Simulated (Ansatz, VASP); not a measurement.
Sn in VASP and in Ansatz

```xyz
4
Lattice="-3.3280 3.3280 0.0000 0.0000 0.0000 6.6559 3.3280 3.3280 0.0000" Properties=species:S:1:pos:R:3 pbc="T T T"
Sn   -0.8320    2.4960    2.4960
Sn    2.4960    2.4960    5.8240
Sn    0.8320    0.8320    0.8320
Sn    0.8320    4.1600    4.1600
```

Alike in both runs: task single point; functional PBE; k mesh 7 × 5 × 7; occupations fermi-dirac, width 0.02 eV; no spin polarisation.

|  | VASP | Ansatz |
| --- | --- | --- |
| version | VASP 6.6.1 | Ansatz 0.2.0 |
| potentials or method | VASP PAW PBE potentials, release 64 (Sn_d), cutoff 520 eV | all-electron LAPW, scalar-relativistic |

|  | VASP | Ansatz | Ansatz less VASP |
| --- | --- | --- | --- |
| pressure (GPa) | 0.0 | 0.0 | +0.05 |

Ansatz ran all-electron here, and VASP with PAW potentials.
